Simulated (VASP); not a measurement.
A run of VASP 6.6.1 is set up as follows.

The input INCAR:

```
SYSTEM = BaZrO3
  ALGO = Normal
  EDIFF = 1E-7
  ENCUT = 520
  GGA = PE
  ISIF = 2
  ISMEAR = -1
  LASPH = .True.
  LCHARG = .True.
  LELF = .True.
  LREAL = .False.
  LVHAR = .True.
  LWAVE = .False.
  NBANDS = 28
  NELM = 60
  PREC = Accurate
  SIGMA = 0.02
```

File KPOINTS:

```
k-points
0
Gamma
  5 5 5
  0 0 0
```

POSCAR

```
BaZrO3
1.0
    4.1913400000      0.0000000000      0.0000000000
    0.0000000000      4.1913400000      0.0000000000
    0.0000000000      0.0000000000      4.1913400000
Ba Zr O
1 1 3
Direct
    0.0000000000      0.0000000000      0.0000000000
    0.5000000000      0.5000000000      0.5000000000
    0.0000000000      0.5000000000      0.5000000000
    0.5000000000      0.0000000000      0.5000000000
    0.5000000000      0.5000000000      0.0000000000
```

Potentials or basis: VASP PAW PBE potentials, release 64 (Ba_sv, Zr_sv, O).

Command:

```sh
$ cat potpaw_PBE.64/Ba_sv/POTCAR potpaw_PBE.64/Zr_sv/POTCAR potpaw_PBE.64/O/POTCAR > POTCAR
$ mpirun -np 1 vasp_std > vasp.out
```

Estimate the pressure.

5.1 GPa.

What does it give for the band gap on the k mesh?

3.29 eV, indirect (least direct gap 3.41 eV).

Caveat: spin-orbit coupling is left out, which moves the levels of the heavy elements. A k mesh can miss the band edges.
